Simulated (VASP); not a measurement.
# Au (Fm-3m) in VASP: settings compared

Aim: see how the results for Au move with the level of theory and the settings. Levels: r2SCAN+rVV10, LDA. Tasks: single point.

Program: VASP 6.6.1. These are calculated values, not measurements. Logs are shortened: lines on timing, memory, paths and dates and some standing lists are left out, and cuts for length are marked.

### 1 The cell of the first run

The structure is cubic, space group Fm-3m (No. 225). The conventional cell has a = 4.043 Å, b = 4.043 Å, c = 4.043 Å, α = 90.00°, β = 90.00°, γ = 90.00°. Within 3.8 Å of Au (site symmetry m-3m) lie 12 Au at 2.86 Å.

### 2 Single point, r2SCAN+rVV10

POSCAR reads:

```
Au
1.0
    0.0000000000      2.0213418704      2.0213418704
    2.0213418704      0.0000000000      2.0213418704
    2.0213418704      2.0213418704      0.0000000000
Au
1
Direct
    0.0000000000      0.0000000000      0.0000000000
```

INCAR.step1 reads:

```
SYSTEM = Au
ALGO = Normal ; EDIFF = 1E-5
ENCUT = 550 ; GGA = PE
GGA_COMPAT = .FALSE. ; ISMEAR = -1
LASPH = .TRUE. ; LCHARG = .FALSE.
LREAL = .FALSE. ; LWAVE = .TRUE.
NBANDS = 16 ; NELM = 120
PREC = Accurate ; SIGMA = 0.05
```

INCAR.step2 reads:

```
SYSTEM = Au
ALGO = Normal ; BPARAM = 11.95
CPARAM = 0.0093 ; EDIFF = 1E-6
ENCUT = 550 ; GGA_COMPAT = .FALSE.
ISIF = 2 ; ISMEAR = -1
ISTART = 1 ; IVDW_NL = 2
LASPH = .TRUE. ; LCHARG = .TRUE.
LELF = .TRUE. ; LMIXTAU = .TRUE.
LREAL = .FALSE. ; LUSE_VDW = .TRUE.
LVHAR = .TRUE. ; LWAVE = .FALSE.
METAGGA = R2SCAN ; NBANDS = 16
NELM = 120 ; PREC = Accurate
SIGMA = 0.05
```

KPOINTS reads:

```
k-points
0
G
  11 11 11
  0 0 0
```

Potentials or basis: VASP PAW PBE potentials, release 64 (Au_sv_GW).

Launch:

```sh
$ cat potpaw_PBE.64/Au_sv_GW/POTCAR > POTCAR
$ cp INCAR.step1 INCAR
$ mpirun -np 1 vasp_std > vasp.out
$ cp INCAR.step2 INCAR
$ mpirun -np 1 vasp_std > vasp.out
```

OUTCAR:

```text
SYSTEM = Au
   BPARAM = 11.95
   EDIFF = 1E-6
   ENCUT = 550
   ISIF = 2
   ISMEAR = -1
   ISTART = 1
   IVDW_NL = 2
   LASPH = .TRUE.
   LREAL = .FALSE.
   METAGGA = R2SCAN
   NELM = 120
   PREC = Accurate

 ion  position               nearest neighbor table
   1  0.000  0.000  0.000-

  LATTYP: Found a face centered cubic cell.
 ALAT       =     4.0426837408

  Lattice vectors:

 A1 = (   0.0000000000,   2.0213418704,   2.0213418704)
 A2 = (   2.0213418704,   0.0000000000,   2.0213418704)
 A3 = (   2.0213418704,   2.0213418704,   0.0000000000)

Analysis of symmetry for initial positions (statically):
=====================================================================
 Subroutine PRICEL returns:
 Original cell was already a primitive cell.

 Routine SETGRP: Setting up the symmetry group for a
 face centered cubic supercell.

 Subroutine GETGRP returns: Found 48 space group operations
[... 9 lines left out ...]

 Routine SETGRP: Setting up the symmetry group for a
 face centered cubic supercell.

 Subroutine GETGRP returns: Found 48 space group operations
[... 11 lines left out ...]
                                     Primitive cell

  volume of cell :      16.5177

  direct lattice vectors                    reciprocal lattice vectors
     0.000000000  2.021341870  2.021341870    -0.247360433  0.247360433  0.247360433
     2.021341870  0.000000000  2.021341870     0.247360433 -0.247360433  0.247360433
     2.021341870  2.021341870  0.000000000     0.247360433  0.247360433 -0.247360433

  length of vectors
     2.858609087  2.858609087  2.858609087     0.428440837  0.428440837  0.428440837

  position of ions in fractional coordinates (direct lattice)
     0.000000000  0.000000000  0.000000000

  ion indices of the primitive-cell ions
   primitive index   ion index
                 1           1

----------------------------------------------------------------------------------------

 KPOINTS: k-points

Automatic generation of k-mesh.
 Grid dimensions read from file:
 generate k-points for:   11   11   11

 Generating k-lattice:

  Cartesian coordinates                     Fractional coordinates (reciprocal lattice)
    -0.022487312  0.022487312  0.022487312     0.090909091  0.000000000  0.000000000
     0.022487312 -0.022487312  0.022487312     0.000000000  0.090909091  0.000000000
     0.022487312  0.022487312 -0.022487312     0.000000000  0.000000000  0.090909091

  Length of vectors
     0.038949167  0.038949167  0.038949167

  Shift w.r.t. Gamma in fractional coordinates (k-lattice)
     0.000000000  0.000000000  0.000000000

 Subroutine IBZKPT returns following result:
 ===========================================

 Found     56 irreducible k-points:

 Following reciprocal coordinates:
            Coordinates               Weight
  0.000000  0.000000  0.000000      1.000000
  0.090909  0.000000  0.000000      8.000000
  0.181818  0.000000  0.000000      8.000000
  0.272727  0.000000  0.000000      8.000000
  0.363636  0.000000  0.000000      8.000000
  0.454545  0.000000  0.000000      8.000000
[... 16 lines left out ...]
 -0.272727  0.181818  0.000000     24.000000
 -0.181818  0.181818  0.000000     12.000000
 [... further k-points ...]
   k-points           NKPTS =     56   k-points in BZ     NKDIM =     56   number of bands    NBANDS=     16
   number of dos      NEDOS =    301   number of ions     NIONS =      1
   total plane-waves  NPLWV =  13824
   dimension x,y,z NGX =    24 NGY =   24 NGZ =   24
   dimension x,y,z NGXF=    48 NGYF=   48 NGZF=   48
   ions per type =               1
   NGX,Y,Z   is equivalent  to a cutoff of  13.96, 13.96, 13.96 a.u.
   NGXF,Y,Z  is equivalent  to a cutoff of  27.91, 27.91, 27.91 a.u.
 SYSTEM =  Au
   PREC   = accura    normal or accurate (medium, high low for compatibility)
   ISTART =      1    job   : 0-new  1-cont  2-samecut
   ICHARG =      0    charge: 1-file 2-atom 10-const
   ISPIN  =      1    spin polarized calculation?
   LNONCOLLINEAR =      F non collinear calculations
   LSORBIT =      F    spin-orbit coupling
   LASPH  =      T    aspherical Exc in radial PAW
   ENCUT  =  550.0 eV  40.42 Ry    6.36 a.u.   5.47  5.47  5.47*2*pi/ulx,y,z
   NELM   =    120;   NELMIN=  2; NELMDL=  0     # of ELM steps
   EDIFF  = 0.1E-05   stopping-criterion for ELM
   LREAL  =      F    real-space projection
   EDIFFG = 0.1E-04   stopping-criterion for IOM
   NSW    =      0    number of steps for IOM
   IBRION =     -1    ionic relax: 0-MD 1-quasi-New 2-CG
   NFREE  =      0    steps in history (QN), initial steepest desc. (CG)
   ISIF   =      2    stress and relaxation
   ISYM   =      2    0-nonsym 1-usesym 2-fastsym
   POTIM  = 0.5000    time-step for ionic-motion
   TEBEG  =    0.0;   TEEND  =   0.0 temperature during run
   PSTRESS=    0.0 pullay stress
   NELECT =      19.0000    total number of electrons
   NUPDOWN=      -1.0000    fix difference up-down
   EMIN   =  10.00;   EMAX   =-10.00  energy-range for DOS
[... 5 lines left out ...]
     AMIX     =   0.40;   BMIX     =  1.00
     AMIX_MAG =   1.60;   BMIX_MAG =  1.00
  volume/ion in A,a.u.               =      16.52       111.47
  Fermi-wavevector in a.u.,A,eV,Ry     =   1.715311  3.241468 40.032321  2.942293
  Thomas-Fermi vector in A             =   2.792707
   LORBIT       =      0    0 simple, 1 ext, 2 COOP (PROOUT), +10 PAW based schemes
   METAGGA = R2SCAN    functional components
   LHFCALC =     F    Hartree Fock is set to
   AEXX    =    0.0000 exact exchange contribution
   IVDW_NL    =     2    kernel type
   BPARAM     =11.9500
   IVDW    =     0    specifies the selected vdW correction
   LEPSILON=     F    determine dielectric tensor
   LRPA    =     F    only Hartree local field effects (RPA)
 non-spin polarized calculation
  energy-cutoff  :      550.00
  volume of cell :       16.52
 maximum number of plane-waves:       531
 NGX is ok and might be reduce to    24
   NGX = 11   NGY = 11   NGZ = 11

 number of electron      18.9999998 magnetization

 Free energy of the ion-electron system (eV)
  ---------------------------------------------------
  ext. energy  EPLUGINS =         0.00000000
  ---------------------------------------------------
  free energy    TOTEN  =       -49.41971745 eV

  energy without entropy =      -49.41882137  energy(sigma->0) =      -49.41926941

 E-fermi :   9.2045     XC(G=0): -14.5444

 val. band max:        9.0352255905   @ k =   0.4545   0.3636   0.0000
 cond. band min:       9.3332809690   @ k =  -0.4545   0.0909   0.0000
 fundamental gap:      0.2980553784
 Fermi energy:         9.2045295189

 k-point     1 :       0.0000    0.0000    0.0000
  band No.  band energies     occupation
      1     -98.9380      2.00000
      2     -49.5426      2.00000
      3     -49.5426      2.00000
      4     -49.5426      2.00000
      5      -1.2778      2.00000
      6       3.9951      2.00000
[... 8 lines left out ...]
     15      34.0695      0.00000
     16      39.0916      0.00000

 k-point     2 :       0.0909    0.0000    0.0000
  band No.  band energies     occupation
      1     -98.9367      2.00000
      2     -49.5634      2.00000
      3     -49.5456      2.00000
      4     -49.5456      2.00000
      5      -0.9721      2.00000
      6       3.9003      2.00000
[... 8 lines left out ...]
     15      34.8933      0.00000
     16      36.9355      0.00000

 k-point     3 :       0.1818    0.0000    0.0000
  band No.  band energies     occupation
      1     -98.9334      2.00000
      2     -49.6197      2.00000
      3     -49.5539      2.00000
      4     -49.5539      2.00000
      5      -0.1416      2.00000
      6       3.7557      2.00000
[... 8 lines left out ...]
     15      32.5130      0.00000
     16      34.7186      0.00000

 k-point     4 :       0.2727    0.0000    0.0000
  band No.  band energies     occupation
      1     -98.9290      2.00000
      2     -49.6930      2.00000
      3     -49.5650      2.00000
      4     -49.5650      2.00000
      5       0.8094      2.00000
      6       4.0685      2.00000
[... 8 lines left out ...]
     15      32.3140      0.00000
     16      33.2747      0.00000

 k-point     5 :       0.3636    0.0000    0.0000
  band No.  band energies     occupation
      1     -98.9250      2.00000
      2     -49.7602      2.00000
      3     -49.5753      2.00000
      4     -49.5753      2.00000
      5       1.2168      2.00000
      6       4.0892      2.00000
[... 8 lines left out ...]
     15      34.3801      0.00000
     16      34.3933      0.00000

 k-point     6 :       0.4545    0.0000    0.0000
  band No.  band energies     occupation
      1     -98.9226      2.00000
      2     -49.7994      2.00000
      3     -49.5812      2.00000
      4     -49.5812      2.00000
      5       1.2442      2.00000
      6       3.9611      2.00000
[... 8 lines left out ...]
     15      35.5168      0.00000
     16      35.5168      0.00000
[... 267 lines left out ...]
 k-point    21 :      -0.4545    0.1818    0.0000
  band No.  band energies     occupation
      1     -98.9203      2.00000
      2     -49.7799      2.00000
      3     -49.6330      2.00000
      4     -49.5977      2.00000
      5       1.9954      2.00000
      6       3.4946      2.00000
[... 8 lines left out ...]
     15      35.7515      0.00000
     16      35.9539      0.00000

 k-point    22 :      -0.3636    0.1818    0.0000
  band No.  band energies     occupation
      1     -98.9211      2.00000
      2     -49.7671      2.00000
      3     -49.6383      2.00000
      4     -49.5884      2.00000
      5       2.0958      2.00000
      6       3.5807      2.00000
[... 8 lines left out ...]
     15      33.8917      0.00000
     16      35.8967      0.00000

 k-point    23 :      -0.2727    0.1818    0.0000
  band No.  band energies     occupation
      1     -98.9238      2.00000
      2     -49.7309      2.00000
      3     -49.6296      2.00000
      4     -49.5755      2.00000
      5       2.1063      2.00000
      6       3.6143      2.00000
[... 8 lines left out ...]
     15      31.3458      0.00000
     16      35.9683      0.00000

 k-point    24 :      -0.1818    0.1818    0.0000
  band No.  band energies     occupation
      1     -98.9275      2.00000
      2     -49.6866      2.00000
      3     -49.6057      2.00000
      4     -49.5631      2.00000
      5       1.4270      2.00000
      6       3.3511      2.00000
[... 8 lines left out ...]
     15      32.3122      0.00000
     16      35.0876      0.00000

 [... further k-points ...]

------------------------ aborting loop because EDIFF is reached ----------------------------------------

  FORCE on cell =-STRESS in cart. coord.  units (eV):
  Direction    XX          YY          ZZ          XY          YZ          ZX
  --------------------------------------------------------------------------------------
  -------------------------------------------------------------------------------------
  Total        0.8147298      0.8147298      0.8147298      0.0000000     -0.0000000      0.0000000
  in kB       79.0268885     79.0268885     79.0268885      0.0000000     -0.0000000      0.0000000
  external PRESSURE =      79.0268885 kB  Pullay stress =       0.0000000 kB

 VOLUME and BASIS-vectors are now :
 -----------------------------------------------------------------------------
  energy-cutoff  :      550.00
  volume of cell :       16.52
      direct lattice vectors                 reciprocal lattice vectors
     0.000000000  2.021341870  2.021341870    -0.247360433  0.247360433  0.247360433
     2.021341870  0.000000000  2.021341870     0.247360433 -0.247360433  0.247360433
     2.021341870  2.021341870  0.000000000     0.247360433  0.247360433 -0.247360433

 POSITION                                       TOTAL-FORCE (eV/Angst)
 -----------------------------------------------------------------------------------
      0.00000      0.00000      0.00000        -0.000000     -0.000000     -0.000000
 -----------------------------------------------------------------------------------
    total drift:                                0.000000      0.000000      0.000000

  FREE ENERGIE OF THE ION-ELECTRON SYSTEM (eV)
  ---------------------------------------------------
  free  energy   TOTEN  =       -49.4197174468 eV

  energy  without entropy=      -49.4188213684  energy(sigma->0) =      -49.41926941
```

Run time: 76 s. Hardware: 1 thread of Intel Xeon Platinum 8375C at 2.90GHz (Ice Lake), shared host; peak memory 0.23 GiB.

What came out:

```
Free energy : -49.4197 eV
Pressure    : 7.9 GPa
```

Levels at points of the mesh, in eV from the Fermi level:
```csv
k point,band 6,band 7,band 8,band 9,band 10,band 11,band 12,band 13,band 14,band 15
"(0.00, 0.00, 0.00)",-5.21,-5.21,-5.21,-3.60,-3.60,15.08,19.36,19.36,19.36,24.86
```

Caveat: the PAW data sets were made with another functional, which shifts forces and pressure a little; spin-orbit coupling is left out, which moves the levels of the heavy elements.

### 3 Single point, LDA

This run uses another cell than the first one, of 16.18 Å³/atom, 0.980 times its volume.

INCAR reads:

```
ALGO = Normal ; EDIFF = 1E-6
ENCUT = 500 ; GGA_COMPAT = F
ISIF = 2 ; ISMEAR = -1
LASPH = T ; LCHARG = F
LREAL = F ; LWAVE = F
NBANDS = 16 ; NELM = 120
PREC = Accurate ; SIGMA = 0.05
```

KPOINTS reads:

```
k-points
0
Gamma
  11 11 11
```

POSCAR reads:

```
Au
1.0
    0.0000000000      2.0074966285      2.0074966285
    2.0074966285      0.0000000000      2.0074966285
    2.0074966285      2.0074966285      0.0000000000
Au
1
Direct
    0.0000000000      0.0000000000      0.0000000000
```

Potentials or basis: VASP PAW LDA potentials, release 64 (Au_sv_GW).

Launch:

```sh
$ cat potpaw_LDA.64/Au_sv_GW/POTCAR > POTCAR
$ mpirun -np 1 vasp_std > vasp.out
```

Wall time 9.3 s (1 thread of Intel Xeon Platinum 8488C (Sapphire Rapids), shared host); peak memory 0.14 GiB.

The run converged. Its results:

```
Free energy : -3.7871 eV
Pressure    : 4.0 GPa
```

Levels at points of the mesh, in eV from the Fermi level:
```
           k point  band 8  band 9  band 10  band 11  band 12  band 13
(0.00, 0.00, 0.00)   -4.98   -3.30    -3.30    14.44    18.66    18.66
```

Caveat: spin-orbit coupling is left out, which moves the levels of the heavy elements.
